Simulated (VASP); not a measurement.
The system is AlAs4.

```
Al As
1.0
     3.09031   -5.54958    0.00000
     3.09031    5.54958    0.00000
     0.00000    0.00000    6.16214
Al As
2 8
Direct
  0.50000 0.50000 0.00000
  0.00000 0.00000 0.50000
  0.20292 0.45532 0.33032
  0.54468 0.79708 0.66968
  0.45532 0.20292 0.66968
  0.79708 0.54468 0.33032
  0.95532 0.70292 0.83032
  0.29708 0.04468 0.16968
  0.70292 0.95532 0.16968
  0.04468 0.29708 0.83032
```

The cell was generated, and may not be a known phase.

```yaml
Program: VASP 6.6.1
Task: relaxation of cell and atoms
Functional: PBE
Potentials_or_basis: VASP PAW PBE potentials, release 64 (Al, As_d)
Cutoff: 510 eV
k_mesh: 3 × 3 × 3
Occupations: gaussian, width 0.2 eV
Spin: no spin polarisation
```

At the start: pressure -3.8 GPa; volume 21.14 Å³/atom.

**Question.** Where does the relaxation end?

**Answer.** Over 15 steps the energy falls by 181.2 meV/atom and the volume is 19.93 Å³/atom (-5.7 %); space group Ccce (No. 68, to 0.1 Å) before and after.

The path:
| step | energy change (eV) | largest force (eV/Å) | pressure (GPa) | volume (Å³) |
| --- | --- | --- | --- | --- |
| 1 | 0.0000 | 0.9252 | -3.85 | 211.36 |
| 2 | -0.5889 | 1.0940 | 0.36 | 196.18 |
| 3 | -0.7186 | 1.0940 | 4.90 | 185.53 |
| 4 | -1.0195 | 0.8150 | 5.26 | 184.57 |
| 5 | -1.1615 | 0.6574 | 6.38 | 183.45 |
| 6 | -1.5339 | 0.5229 | 1.52 | 193.15 |
| 7 | -1.6108 | 0.4323 | -1.51 | 201.06 |
| 8 | -1.6110 | 0.4376 | -1.34 | 200.57 |
| 9 | -1.6731 | 0.3702 | -1.09 | 199.72 |
| 10 | -1.7562 | 0.0585 | 0.15 | 197.18 |
| 11 | -1.7893 | 0.0718 | 0.46 | 197.01 |
| 12 | -1.7957 | 0.1125 | 0.70 | 196.89 |
| 13 | -1.8070 | 0.0609 | -0.25 | 199.47 |
| 14 | -1.8071 | 0.0597 | -0.32 | 199.66 |
| 15 | -1.8124 | 0.0524 | -0.10 | 199.31 |

Final structure:
```
CELL_PARAMETERS angstrom
2.92003 -5.37342 0.00000
2.92003 5.37342 0.00000
0.00000 0.00000 6.35113
ATOMIC_POSITIONS crystal
Al 0.50000 0.50000 0.00000
Al 0.00000 0.00000 0.50000
As 0.19503 0.47944 0.36603
As 0.52056 0.80497 0.63397
As 0.47944 0.19503 0.63397
As 0.80497 0.52056 0.36603
As 0.97944 0.69502 0.86603
As 0.30497 0.02056 0.13397
As 0.69502 0.97944 0.13397
As 0.02056 0.30497 0.86603
```

Caveat: the k points lie up to 0.41 Å⁻¹ apart in the final cell, too coarse for converged energies and pressures of a metal; the relaxation stopped at a loose force limit of 0.08 eV/Å, so its end isn't a converged minimum.
